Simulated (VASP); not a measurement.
# TaN (P6_3/mmc) in VASP: notebook

The runs below take TaN through single point, with PBE.

Program: VASP 6.6.1. These are calculated values, not measurements. Logs are shortened: lines on timing, memory, paths and dates and some standing lists are left out, and cuts for length are marked.

### 1 The cell of the first run

It takes space group P6_3/mmc (No. 194, hexagonal). Conventional cell: a = 2.943 Å, b = 2.943 Å, c = 5.678 Å, α = 90.00°, β = 90.00°, γ = 120.00°. Ta (site symmetry -3m) has 6 N at 2.21 Å and 8 Ta at 2.84 to 2.94 Å within 3.0 Å. N (site symmetry -6m2) has 6 Ta at 2.21 Å and 6 N at 2.94 Å within 3.0 Å.

### 2 Single point, PBE (uniaxial strain along c: -4.0 %, then relaxed in part)

File INCAR:

```
  PREC = Accurate
  ENCUT = 520
  EDIFF = 1E-7
  ISMEAR = 0
  SIGMA = 0.1
  LREAL = False
  LASPH = True
  NELM = 100
  ALGO = Normal
  ISIF = 2
  LWAVE = False
  LCHARG = True
  GGA = PE
  LELF = True
  LVHAR = True
  NBANDS = 24
```

File KPOINTS:

```
Automatic mesh
0
Gamma
  24 24 10
```

File POSCAR:

```
TaN
1.0
    2.9431911523      0.0000000000      0.0000000000
   -1.4715955761      2.5488783061      0.0000000000
    0.0000000000      0.0000000000      5.6782516899
Ta N
2 2
Direct
    0.0000000000      0.0000000000      0.0000000000
    0.0000000000      0.0000000000      0.5000000000
    0.3333333337      0.6666666663      0.2500000000
    0.6666666663      0.3333333337      0.7500000000
```

Potentials or basis: VASP PAW PBE potentials, release 64 (Ta_pv, N).

Run with:

```
$ cat potpaw_PBE.64/Ta_pv/POTCAR potpaw_PBE.64/N/POTCAR > POTCAR
$ mpirun -np 1 vasp_std > vasp.out
```

OUTCAR:

```text
PREC = Accurate
   ENCUT = 520
   EDIFF = 1E-7
   ISMEAR = 0
   LREAL = False
   LASPH = True
   NELM = 100
   ISIF = 2
   GGA = PE

 ion  position               nearest neighbor table
   1  0.000  0.000  0.000-   3 2.21   4 2.21   4 2.21   3 2.21   3 2.21   4 2.21   2 2.84   2 2.84

   2  0.000  0.000  0.500-   3 2.21   4 2.21   4 2.21   3 2.21   3 2.21   4 2.21   1 2.84   1 2.84

   3  0.333  0.667  0.250-   1 2.21   2 2.21   1 2.21   2 2.21   1 2.21   2 2.21
   4  0.667  0.333  0.750-   1 2.21   2 2.21   1 2.21   2 2.21   1 2.21   2 2.21

  LATTYP: Found a hexagonal cell.
 ALAT       =     2.9431911523
 C/A-ratio  =     1.9292840309

  Lattice vectors:

 A1 = (   2.9431911523,   0.0000000000,   0.0000000000)
 A2 = (  -1.4715955761,   2.5488783061,   0.0000000000)
 A3 = (   0.0000000000,   0.0000000000,   5.6782516899)

Analysis of symmetry for initial positions (statically):
=====================================================================
 Subroutine PRICEL returns:
 Original cell was already a primitive cell.

 Routine SETGRP: Setting up the symmetry group for a
 hexagonal supercell.

 Subroutine GETGRP returns: Found 24 space group operations
 (whereof 12 operations were pure point group operations)
 out of a pool of 24 trial point group operations.

The static configuration has the point symmetry D_3d.
 The point group associated with its full space group is D_6h.

Analysis of symmetry for dynamics (positions and initial velocities):
=====================================================================
 Subroutine PRICEL returns:
 Original cell was already a primitive cell.

 Routine SETGRP: Setting up the symmetry group for a
 hexagonal supercell.

 Subroutine GETGRP returns: Found 24 space group operations
 (whereof 12 operations were pure point group operations)
 out of a pool of 24 trial point group operations.

The dynamic configuration has the point symmetry D_3d.
 The point group associated with its full space group is D_6h.

 Subroutine INISYM returns: Found 24 space group operations
 (whereof 12 operations are pure point group operations),
 and found     1 'primitive' translations

----------------------------------------------------------------------------------------

                                     Primitive cell

  volume of cell :      42.5973

  direct lattice vectors                    reciprocal lattice vectors
     2.943191152  0.000000000  0.000000000     0.339767262  0.196164720  0.000000000
[... 90 lines left out ...]
   EDIFF  = 0.1E-06   stopping-criterion for ELM
   LREAL  =      F    real-space projection
   EDIFFG = 0.1E-05   stopping-criterion for IOM
   NSW    =      0    number of steps for IOM
   IBRION =     -1    ionic relax: 0-MD 1-quasi-New 2-CG
   NFREE  =      0    steps in history (QN), initial steepest desc. (CG)
   ISIF   =      2    stress and relaxation
   ISYM   =      2    0-nonsym 1-usesym 2-fastsym
   POTIM  = 0.5000    time-step for ionic-motion
   TEBEG  =    0.0;   TEEND  =   0.0 temperature during run
   PSTRESS=    0.0 pullay stress
   NELECT =      32.0000    total number of electrons
   NUPDOWN=      -1.0000    fix difference up-down
   EMIN   =  10.00;   EMAX   =-10.00  energy-range for DOS
   EFERMI =   0.00;   METHOD = LEGACY
   ISMEAR =     0;   SIGMA  =   0.10  broadening in eV -4-tet -1-fermi 0-gaus
   EFERMI_NEDOS =   21; number of points for ismear=-14 and -15
   IALGO  =     38    algorithm
   IMIX   =      4    mixing-type and parameters
     AMIX     =   0.40;   BMIX     =  1.00
     AMIX_MAG =   1.60;   BMIX_MAG =  1.00
  volume/ion in A,a.u.               =      10.65        71.87
  Fermi-wavevector in a.u.,A,eV,Ry     =   1.488210  2.812308 30.133744  2.214768
  Thomas-Fermi vector in A             =   2.601273
   LORBIT       =      0    0 simple, 1 ext, 2 COOP (PROOUT), +10 PAW based schemes
   GGA     = PE    functional components
   LHFCALC =     F    Hartree Fock is set to
   AEXX    =    0.0000 exact exchange contribution
   IVDW    =     0    specifies the selected vdW correction
   LEPSILON=     F    determine dielectric tensor
   LRPA    =     F    only Hartree local field effects (RPA)
 non-spin polarized calculation
 Gauss-broadening in eV      SIGMA  =   0.10
  energy-cutoff  :      520.00
  volume of cell :       42.60
 maximum number of plane-waves:      1186
 NGX is ok and might be reduce to    24
   NGX = 11   NGY = 11   NGZ = 21

 number of electron      32.0000009 magnetization

 Free energy of the ion-electron system (eV)
  ---------------------------------------------------
  ext. energy  EPLUGINS =         0.00000000
  ---------------------------------------------------
  free energy    TOTEN  =       -43.85476313 eV

  energy without entropy =      -43.84615760  energy(sigma->0) =      -43.85046036

 E-fermi :   8.5352     XC(G=0): -13.4022

 val. band max:        8.5341239656   @ k =   0.1250   0.0833   0.1000
 cond. band min:       8.5376418417   @ k =   0.1667   0.0000   0.1000
 fundamental gap:      0.0035178761
 Fermi energy:         8.5351999199

 k-point     1 :       0.0000    0.0000    0.0000
  band No.  band energies     occupation
      1     -27.2645      2.00000
      2     -26.2185      2.00000
      3     -26.1568      2.00000
      4     -26.1568      2.00000
      5     -26.0623      2.00000
      6     -26.0623      2.00000
[... 637 lines left out ...]
     23      14.9518      0.00000
     24      16.4708      0.00000

 [... further k-points ...]

------------------------ aborting loop because EDIFF is reached ----------------------------------------

  FORCE on cell =-STRESS in cart. coord.  units (eV):
  Direction    XX          YY          ZZ          XY          YZ          ZX
  --------------------------------------------------------------------------------------
  -------------------------------------------------------------------------------------
  Total        0.2005010      0.2005010      8.3677733      0.0000000     -0.0000000      0.0000000
  in kB        7.5412787      7.5412787    314.7301012      0.0000000     -0.0000000      0.0000000
  external PRESSURE =     109.9375528 kB  Pullay stress =       0.0000000 kB

 VOLUME and BASIS-vectors are now :
 -----------------------------------------------------------------------------
  energy-cutoff  :      520.00
  volume of cell :       42.60
      direct lattice vectors                 reciprocal lattice vectors
     2.943191152  0.000000000  0.000000000     0.339767262  0.196164720  0.000000000
    -1.471595576  2.548878306  0.000000000     0.000000000  0.392329441  0.000000000
     0.000000000  0.000000000  5.678251690     0.000000000  0.000000000  0.176110545

 POSITION                                       TOTAL-FORCE (eV/Angst)
 -----------------------------------------------------------------------------------
      0.00000      0.00000      0.00000        -0.000000      0.000000      0.000000
      0.00000      0.00000      2.83913        -0.000000      0.000000      0.000000
      0.00000      1.69925      1.41956        -0.000000      0.000000      0.000000
      1.47160      0.84963      4.25869         0.000000     -0.000000     -0.000000
 -----------------------------------------------------------------------------------
    total drift:                               -0.000000      0.000000      0.000000

  FREE ENERGIE OF THE ION-ELECTRON SYSTEM (eV)
  ---------------------------------------------------
  free  energy   TOTEN  =       -43.8547631266 eV

  energy  without entropy=      -43.8461576017  energy(sigma->0) =      -43.85046036
```

OSZICAR:

```text
N       E                     dE             d eps       ncg     rms          rms(c)
DAV:   1     0.266512965858E+03    0.26651E+03   -0.17270E+04 17568   0.141E+03
DAV:   2    -0.356901522477E+02   -0.30220E+03   -0.28782E+03 21008   0.408E+02
DAV:   3    -0.489477577955E+02   -0.13258E+02   -0.13034E+02 22216   0.831E+01
DAV:   4    -0.491098070844E+02   -0.16205E+00   -0.16151E+00 20000   0.953E+00
DAV:   5    -0.491119077679E+02   -0.21007E-02   -0.20996E-02 22576   0.898E-01    0.337E+01
DAV:   6    -0.440706576268E+02    0.50413E+01   -0.19635E+01 21504   0.307E+01    0.146E+01
DAV:   7    -0.439050105466E+02    0.16565E+00   -0.12641E+00 20096   0.776E+00    0.921E+00
DAV:   8    -0.438628308198E+02    0.42180E-01   -0.20452E-01 22368   0.342E+00    0.146E+00
DAV:   9    -0.438549027796E+02    0.79280E-02   -0.21628E-02 20840   0.896E-01    0.189E-01
DAV:  10    -0.438548526324E+02    0.50147E-04   -0.14106E-03 21352   0.355E-01    0.123E-01
DAV:  11    -0.438547622173E+02    0.90415E-04   -0.28369E-04 22048   0.113E-01    0.766E-03
DAV:  12    -0.438547631068E+02   -0.88950E-06   -0.14601E-05 19832   0.287E-02    0.647E-03
DAV:  13    -0.438547631266E+02   -0.19812E-07   -0.24742E-07 19544   0.365E-03
   1 F= -.43854763E+02 E0= -.43850460E+02  d E =-.860552E-02
```

Run time: 4.3 min. Hardware: 1 thread of Intel Xeon Platinum 8375C at 2.90GHz (Ice Lake), shared host; peak memory 0.41 GiB.

Results:

```
Free energy            : -43.8548 eV
Pressure               : 11.0 GPa
Band gap on the k mesh : zero (bands 16 and 17 overlap by 0.95 eV)
```

Caveat: the cell differs from its parent crystal (uniaxial strain along c: -4.0 %, then relaxed in part); the cell stands under pressure; spin-orbit coupling is left out, which moves the levels of the heavy elements.

### 3 Single point, PBE (uniaxial strain along c: -4.0 %)

File INCAR:

```
SYSTEM = TaN
ALGO     = Normal         ! electronic algorithm
EDIFF    = 1E-7           ! SCF threshold, eV
ENCUT    = 520            ! plane-wave cutoff, eV
GGA      = PE             ! functional
ISIF     = 2              ! what is computed and relaxed
ISMEAR   = 0              ! smearing method
LASPH    = .TRUE.         ! aspherical terms in the spheres
LCHARG   = .FALSE.        ! write CHGCAR
LREAL    = .FALSE.        ! projectors in reciprocal space
LWAVE    = .FALSE.        ! write WAVECAR
NBANDS   = 24             ! bands
NELM     = 80             ! most SCF steps
PREC     = Accurate       ! precision mode
SIGMA    = 0.1            ! smearing width, eV
```

File KPOINTS:

```
k-points
0
G
  24 24 10
  0 0 0
```

File POSCAR:

```
TaN
1.0
    2.9462723043      0.0000000000      0.0000000000
   -1.4731361521      2.5515466620      0.0000000000
    0.0000000000      0.0000000000      5.6782516899
Ta N
2 2
Direct
    0.0000000000      0.0000000000      0.0000000000
    0.0000000000      0.0000000000      0.5000000000
    0.3333333342      0.6666666658      0.2500000000
    0.6666666658      0.3333333342      0.7500000000
```

Potentials or basis: VASP PAW PBE potentials, release 64 (Ta_pv, N).

Run with:

```
$ cat potpaw_PBE.64/Ta_pv/POTCAR potpaw_PBE.64/N/POTCAR > POTCAR
$ mpirun -np 1 vasp_std > vasp.out
```

Run time: 3.7 min. Hardware: 1 thread of Intel Xeon Platinum 8375C at 2.90GHz (Ice Lake), shared host; peak memory 0.42 GiB.

Results (log left out):

```yaml
Free_energy: -43.8550 eV
Pressure: 10.3 GPa
Band_gap_on_the_k_mesh: zero (bands 16 and 17 overlap by 0.96 eV)
```

Stress tensor (GPa, compression positive):
```
-0.07  0.00  0.00
 0.00 -0.07  0.00
 0.00  0.00 30.95
```

Levels at points of the mesh, in eV from the Fermi level:
```
           k point  band 12  band 13  band 14  band 15  band 16  band 17  band 18  band 19  band 20  band 21
(0.00, 0.00, 0.00)    -4.34    -3.53    -2.43    -2.43    -0.30    -0.30     0.17     0.17     2.92     3.26
(0.50, 0.00, 0.00)    -5.51    -4.37    -3.92    -3.20    -1.72     3.02     3.80     4.41     5.11     5.18
(0.00, 0.00, 0.50)    -4.45    -4.45    -4.45    -0.49    -0.49     0.85     0.85     0.85     0.85     4.34
(0.50, 0.00, 0.50)    -5.97    -4.85    -4.85    -2.09    -2.09     3.80     3.80     4.59     4.59     5.60
```

Caveat: the cell differs from its parent crystal (uniaxial strain along c: -4.0 %); the cell stands under pressure; spin-orbit coupling is left out, which moves the levels of the heavy elements.
